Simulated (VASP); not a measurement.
# ZnS (P6_3mc) in VASP: notebook

ZnS is run at these levels: r2SCAN; tasks: relaxation of cell and atoms.

Program: VASP 6.6.1. These are calculated values, not measurements. Logs are shortened: lines on timing, memory, paths and dates and some standing lists are left out, and cuts for length are marked.

### Step 1. The cell of the first run

It takes space group P6_3mc (No. 186, hexagonal). Conventional cell: a = 3.806 Å, b = 3.806 Å, c = 6.238 Å, α = 90.00°, β = 90.00°, γ = 120.00°. Within 3.1 Å of Zn (site symmetry 3m) lie 4 S at 2.33 to 2.34 Å. S (site symmetry 3m) has 4 Zn at 2.33 to 2.34 Å within 3.1 Å.

### Step 2. Relaxation of cell and atoms, r2SCAN

POSCAR reads:

```
ZnS
1.0
    3.8057964671      0.0000000000      0.0000000000
   -1.9028982335      3.2959164221      0.0000000000
    0.0000000000      0.0000000000      6.2379816300
Zn S
2 2
Direct
    0.3333333300      0.6666666700      0.0001396800
    0.6666666700      0.3333333300      0.5001396800
    0.3333333300      0.6666666700      0.3748603200
    0.6666666700      0.3333333300      0.8748603200
```

INCAR.step1 reads:

```
SYSTEM = ZnS
PREC     = Accurate       ! precision mode
ENCUT    = 600            ! plane-wave cutoff, eV
ISMEAR   = 0              ! smearing method
SIGMA    = 0.02           ! smearing width, eV
LREAL    = .False.        ! projectors in reciprocal space
LASPH    = .True.         ! aspherical terms in the spheres
NELM     = 60             ! most SCF steps
GGA      = PE             ! functional
ALGO     = Normal         ! electronic algorithm
EDIFF    = 1E-4           ! SCF threshold, eV
LWAVE    = .True.         ! write WAVECAR
LCHARG   = .False.        ! write CHGCAR
```

INCAR.step2 reads:

```
SYSTEM = ZnS
PREC     = Accurate       ! precision mode
ENCUT    = 600            ! plane-wave cutoff, eV
EDIFF    = 1E-7           ! SCF threshold, eV
ISMEAR   = 0              ! smearing method
SIGMA    = 0.02           ! smearing width, eV
LREAL    = .False.        ! projectors in reciprocal space
LASPH    = .True.         ! aspherical terms in the spheres
NELM     = 60             ! most SCF steps
ALGO     = Normal         ! electronic algorithm
ISIF     = 3              ! what is computed and relaxed
LWAVE    = .False.        ! write WAVECAR
LCHARG   = .False.        ! write CHGCAR
METAGGA  = R2SCAN         ! meta-GGA
LMIXTAU  = .True.       
IBRION   = 2              ! ionic algorithm
NSW      = 100            ! ionic steps
EDIFFG   = -0.005         ! ionic threshold
ISTART   = 1
```

KPOINTS reads:

```
regular mesh
0
Gamma
  6 6 4
  0 0 0
```

Potentials or basis: VASP PAW PBE potentials, release 64 (Zn, S).

The run is started by

```console
$ cat potpaw_PBE.64/Zn/POTCAR potpaw_PBE.64/S/POTCAR > POTCAR
$ cp INCAR.step1 INCAR
$ mpirun -np 1 vasp_std > vasp.out
$ cp INCAR.step2 INCAR
$ mpirun -np 1 vasp_std > vasp.out
```

OUTCAR:

```text
SYSTEM = ZnS
   PREC = Accurate
   ENCUT = 600
   EDIFF = 1E-7
   ISMEAR = 0
   LREAL = .False.
   LASPH = .True.
   NELM = 60
   ISIF = 3
   METAGGA = R2SCAN
   IBRION = 2
   NSW = 100
   EDIFFG = -0.005
   ISTART = 1

 ion  position               nearest neighbor table
   1  0.333  0.667  0.000-   4 2.33   4 2.33   4 2.33   3 2.34
   2  0.667  0.333  0.500-   3 2.33   3 2.33   3 2.33   4 2.34
   3  0.333  0.667  0.375-   2 2.33   2 2.33   2 2.33   1 2.34
   4  0.667  0.333  0.875-   1 2.33   1 2.33   1 2.33   2 2.34

  LATTYP: Found a hexagonal cell.
 ALAT       =     3.8057964671
 C/A-ratio  =     1.6390738927

  Lattice vectors:

 A1 = (   3.8057964671,   0.0000000000,   0.0000000000)
 A2 = (  -1.9028982335,   3.2959164221,   0.0000000000)
 A3 = (   0.0000000000,   0.0000000000,   6.2379816300)

Analysis of symmetry for initial positions (statically):
=====================================================================
 Subroutine PRICEL returns:
 Original cell was already a primitive cell.

 Routine SETGRP: Setting up the symmetry group for a
 hexagonal supercell.

 Subroutine GETGRP returns: Found 12 space group operations
 (whereof  6 operations were pure point group operations)
 out of a pool of 24 trial point group operations.

The static configuration has the point symmetry C_3v.
 The point group associated with its full space group is C_6v.

Analysis of symmetry for dynamics (positions and initial velocities):
=====================================================================
 Subroutine PRICEL returns:
 Original cell was already a primitive cell.

 Routine SETGRP: Setting up the symmetry group for a
 hexagonal supercell.

 Subroutine GETGRP returns: Found 12 space group operations
 (whereof  6 operations were pure point group operations)
 out of a pool of 24 trial point group operations.

The dynamic configuration has the point symmetry C_3v.
 The point group associated with its full space group is C_6v.

 Subroutine INISYM returns: Found 12 space group operations
 (whereof  6 operations are pure point group operations),
 and found     1 'primitive' translations

----------------------------------------------------------------------------------------

                                     Primitive cell

  volume of cell :      78.2467

  direct lattice vectors                    reciprocal lattice vectors
     3.805796467  0.000000000  0.000000000     0.262757089  0.151702876  0.000000000
[... 75 lines left out ...]
   NGXF,Y,Z  is equivalent  to a cutoff of  26.21, 26.21, 26.65 a.u.
 SYSTEM =  ZnS
   PREC   = accura    normal or accurate (medium, high low for compatibility)
   ISTART =      1    job   : 0-new  1-cont  2-samecut
   ICHARG =      0    charge: 1-file 2-atom 10-const
   ISPIN  =      1    spin polarized calculation?
   LNONCOLLINEAR =      F non collinear calculations
   LSORBIT =      F    spin-orbit coupling
   LASPH  =      T    aspherical Exc in radial PAW
   ENCUT  =  600.0 eV  44.10 Ry    6.64 a.u.   7.60  7.60 12.46*2*pi/ulx,y,z
   NELM   =     60;   NELMIN=  2; NELMDL=  0     # of ELM steps
   EDIFF  = 0.1E-06   stopping-criterion for ELM
   LREAL  =      F    real-space projection
   EDIFFG = -.5E-02   stopping-criterion for IOM
   NSW    =    100    number of steps for IOM
   IBRION =      2    ionic relax: 0-MD 1-quasi-New 2-CG
   NFREE  =      1    steps in history (QN), initial steepest desc. (CG)
   ISIF   =      3    stress and relaxation
   ISYM   =      2    0-nonsym 1-usesym 2-fastsym
   POTIM  = 0.5000    time-step for ionic-motion
   TEBEG  =    0.0;   TEEND  =   0.0 temperature during run
   PSTRESS=    0.0 pullay stress
   NELECT =      36.0000    total number of electrons
   NUPDOWN=      -1.0000    fix difference up-down
   EMIN   =  10.00;   EMAX   =-10.00  energy-range for DOS
   EFERMI =   0.00;   METHOD = LEGACY
   ISMEAR =     0;   SIGMA  =   0.02  broadening in eV -4-tet -1-fermi 0-gaus
   EFERMI_NEDOS =   21; number of points for ismear=-14 and -15
   IALGO  =     38    algorithm
   IMIX   =      4    mixing-type and parameters
     AMIX     =   0.40;   BMIX     =  1.00
     AMIX_MAG =   1.60;   BMIX_MAG =  1.00
  volume/ion in A,a.u.               =      19.56       132.01
  Fermi-wavevector in a.u.,A,eV,Ry     =   1.263825  2.388284 21.731966  1.597254
  Thomas-Fermi vector in A             =   2.397162
   LORBIT       =      0    0 simple, 1 ext, 2 COOP (PROOUT), +10 PAW based schemes
   METAGGA = R2SCAN    functional components
   LHFCALC =     F    Hartree Fock is set to
   AEXX    =    0.0000 exact exchange contribution
   IVDW    =     0    specifies the selected vdW correction
   LEPSILON=     F    determine dielectric tensor
   LRPA    =     F    only Hartree local field effects (RPA)
 conjugate gradient relaxation of ions
 non-spin polarized calculation
 Gauss-broadening in eV      SIGMA  =   0.02
  energy-cutoff  :      600.00
  volume of cell :       78.25
 maximum number of plane-waves:      2635
   NGX = 15   NGY = 15   NGZ = 25

--------------------------------------- Ionic step        1  -------------------------------------------

 number of electron      36.0000045 magnetization

 Free energy of the ion-electron system (eV)
  ---------------------------------------------------
  ext. energy  EPLUGINS =         0.00000000
  ---------------------------------------------------
  free energy    TOTEN  =       -37.72297479 eV

  energy without entropy =      -37.72297479  energy(sigma->0) =      -37.72297479

------------------------ aborting loop because EDIFF is reached ----------------------------------------

  FORCE on cell =-STRESS in cart. coord.  units (eV):
  Direction    XX          YY          ZZ          XY          YZ          ZX
  --------------------------------------------------------------------------------------
  -------------------------------------------------------------------------------------
  Total        0.0622346      0.0622346      0.0652233      0.0000000      0.0000000      0.0000000
  in kB        1.2743149      1.2743149      1.3355114      0.0000000      0.0000000      0.0000000
  external PRESSURE =       1.2947137 kB  Pullay stress =       0.0000000 kB
[... 177 lines left out ...]
--------------------------------------- Ionic step        6  -------------------------------------------

 number of electron      36.0000044 magnetization

 Free energy of the ion-electron system (eV)
  ---------------------------------------------------
  ext. energy  EPLUGINS =         0.00000000
  ---------------------------------------------------
  free energy    TOTEN  =       -37.72299984 eV

  energy without entropy =      -37.72299984  energy(sigma->0) =      -37.72299984

 E-fermi :   2.0160     XC(G=0): -10.3097

 val. band max:        1.9121240566   @ k =   0.0000   0.0000   0.0000
 cond. band min:       4.6986931147   @ k =   0.0000   0.0000   0.0000
 fundamental gap:      2.7865690581
 Fermi energy:         2.0160310770

 k-point     1 :       0.0000    0.0000    0.0000
  band No.  band energies     occupation
      1     -11.8353      2.00000
      2     -10.8742      2.00000
      3      -4.6207      2.00000
      4      -4.6060      2.00000
      5      -4.6059      2.00000
      6      -4.5150      2.00000
[... 545 lines left out ...]
  FREE ENERGIE OF THE ION-ELECTRON SYSTEM (eV)
  ---------------------------------------------------
  free  energy   TOTEN  =       -37.7229998419 eV

  energy  without entropy=      -37.7229998419  energy(sigma->0) =      -37.72299984

 reached required accuracy - stopping structural energy minimisation
```

OSZICAR.step1:

```text
N       E                     dE             d eps       ncg     rms          rms(c)
DAV:   1     0.251992148861E+03    0.25199E+03   -0.19139E+04   924   0.219E+03
DAV:   2     0.968120741941E+01   -0.24231E+03   -0.23583E+03   948   0.407E+02
DAV:   3    -0.139553482706E+02   -0.23637E+02   -0.23542E+02  1098   0.125E+02
DAV:   4    -0.145175553380E+02   -0.56221E+00   -0.56151E+00  1092   0.201E+01
DAV:   5    -0.145278084733E+02   -0.10253E-01   -0.10252E-01  1128   0.262E+00    0.991E+00
DAV:   6    -0.136541353383E+02    0.87367E+00   -0.20318E+00  1440   0.440E+01    0.773E+00
DAV:   7    -0.136889247886E+02   -0.34789E-01   -0.20543E+00   996   0.827E+00    0.338E+00
DAV:   8    -0.136690306367E+02    0.19894E-01   -0.12250E-01  1250   0.483E+00    0.118E+00
DAV:   9    -0.136698407710E+02   -0.81013E-03   -0.22373E-02  1288   0.268E+00    0.291E-01
DAV:  10    -0.136699848175E+02   -0.14405E-03   -0.13797E-03  1056   0.454E-01    0.182E-01
DAV:  11    -0.136702221423E+02   -0.23732E-03   -0.35142E-04   872   0.136E-01    0.913E-02
DAV:  12    -0.136702223379E+02   -0.19567E-06   -0.27852E-05   696   0.967E-02
   1 F= -.13670222E+02 E0= -.13670222E+02  d E =-.868022E-19
```

Run time: 9.7 min. Hardware: 1 thread of Intel Xeon 6975P-C, shared host; peak memory 0.24 GiB.

What came out:

```yaml
Free_energy: -37.7230 eV
Relaxed_volume: 19.60 Å³/atom
Relaxed_cell: a = 3.808 Å, b = 3.808 Å, c = 6.243 Å, α = 90.00°, β = 90.00°, γ = 120.00°
Space_group_after_relaxing_to_0.05_Å: P6_3mc (No. 186)
Energy_gained_by_relaxing: 0.0 meV/atom
Ionic_steps: 6
Pressure_after_relaxing: 0.0 GPa
Largest_force_after_relaxing: 0.005 eV/Å
Band_gap_on_the_k_mesh: 2.79 eV, direct
```

Forces on the atoms (eV/Å):
```
Zn   0.000  0.000  0.005
Zn   0.000  0.000  0.005
S    0.000  0.000 -0.005
S    0.000  0.000 -0.005
```

Final structure:
```cif
data_structure
_symmetry_space_group_name_H-M 'P 1'
_symmetry_Int_Tables_number 1
_cell_length_a 3.8078
_cell_length_b 3.8078
_cell_length_c 6.2434
_cell_angle_alpha 90.000
_cell_angle_beta 90.000
_cell_angle_gamma 120.000
_cell_volume 78.39
loop_
_atom_site_label
_atom_site_type_symbol
_atom_site_fract_x
_atom_site_fract_y
_atom_site_fract_z
_atom_site_occupancy
Zn1 Zn 0.33333 0.66667 0.00032 1
Zn2 Zn 0.66667 0.33333 0.50032 1
S1 S 0.33333 0.66667 0.37468 1
S2 S 0.66667 0.33333 0.87468 1
```

Caveat: the PAW data sets were made with another functional, which shifts forces and pressure a little. r2SCAN opens gaps a little over a GGA but as a rule still falls short of measured ones.

(Part 1 of 2 ends here.)
